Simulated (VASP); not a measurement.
# TiPdC4N4: relaxation of cell and atoms with PBE

Crystal: TiPdC4N4.

```xyz
10
Lattice="5.8969 0.0000 0.0000 0.0000 5.8969 0.0000 0.0000 0.0000 5.8969" Properties=species:S:1:pos:R:3 pbc="T T T"
Ti    2.9484    2.9484    2.9484
Pd    0.0000    0.0000    0.0000
C     1.1481    1.1481    1.1481
C     1.1481    4.7488    4.7488
C     4.7488    1.1481    4.7488
C     4.7488    4.7488    1.1481
N     1.8384    1.8384    1.8384
N     1.8384    4.0584    4.0584
N     4.0584    1.8384    4.0584
N     4.0584    4.0584    1.8384
```

* Program: VASP 6.6.1
* Task: relaxation of cell and atoms
* Functional: PBE
* Potentials or basis: VASP PAW PBE potentials, release 64 (Ti_sv, Pd, C, N)
* Cutoff: 600 eV
* k mesh: 6 × 6 × 6
* Occupations: gaussian, width 0.02 eV
* Spin: no spin polarisation
* Dipole correction: no
* Further INCAR settings: ALGO = Normal; EDIFF = 1e-06; IBRION = 2; EDIFFG = -0.01; NSW = 100; ISIF = 3

The relaxed volume is 20.48 Å³/atom. The relaxed cell is a = 5.894 Å, b = 5.894 Å, c = 5.894 Å, α = 90.00°, β = 90.00°, γ = 90.00°. The space group after relaxing (to 0.1 Å) is P-43m (No. 215). The energy gained by relaxing is 0.1 meV/atom, the ionic steps are 4 and the pressure after relaxing is 0.0 GPa. The largest force after relaxing is 0.008 eV/Å and the band gap on the k mesh is 1.00 eV (least direct gap 1.04 eV).

Forces on the atoms (eV/Å):
```
Ti   0.000  0.000  0.000
Pd   0.000  0.000  0.000
C   -0.004 -0.004 -0.004
C   -0.004  0.004  0.004
C    0.004 -0.004  0.004
C    0.004  0.004 -0.004
N   -0.005 -0.005 -0.005
N   -0.005  0.005  0.005
N    0.005 -0.005  0.005
N    0.005  0.005 -0.005
```

The path:
```
step  energy change (eV)  largest force (eV/Å)  pressure (GPa)  volume (Å³)
   1              0.0000                0.2383            0.13       205.05
   2              0.0738                1.8273           -1.95       205.53
   3             -0.0011                0.0152           -0.11       205.10
   4             -0.0012                0.0082           -0.02       204.78
```

Final structure:
```
CELL_PARAMETERS angstrom
5.89423 0.00000 0.00000
0.00000 5.89423 0.00000
0.00000 0.00000 5.89423
ATOMIC_POSITIONS crystal
Ti 0.50000 0.50000 0.50000
Pd 0.00000 0.00000 0.00000
C 0.19450 0.19450 0.19450
C 0.19450 0.80550 0.80550
C 0.80550 0.19450 0.80550
C 0.80550 0.80550 0.19450
N 0.31185 0.31185 0.31185
N 0.31185 0.68815 0.68815
N 0.68815 0.31185 0.68815
N 0.68815 0.68815 0.31185
```

Levels at points of the mesh, in eV from the valence-band top:
```csv
k point,band 25,band 26,band 27,band 28,band 29,band 30,band 31,band 32,band 33,band 34
"(0.00, 0.00, 0.00)",-2.23,-2.23,-0.13,-0.13,-0.13,1.18,1.18,2.03,2.03,2.03
"(0.50, 0.00, 0.00)",-2.08,-1.80,-0.47,-0.11,-0.11,1.01,1.42,2.26,2.32,2.32
"(0.50, 0.50, 0.00)",-2.04,-1.78,-0.34,-0.04,-0.04,1.00,1.42,2.24,2.30,2.30
"(0.50, 0.50, 0.50)",-2.22,-2.22,0.00,0.00,0.00,1.25,1.25,2.14,2.14,2.14
```

Run time: 14 min on 1 thread of Intel(R) Xeon(R) Platinum 8488C (Sapphire Rapids), on a shared host, peak memory 0.46 GiB.

A k mesh can miss the band edges.
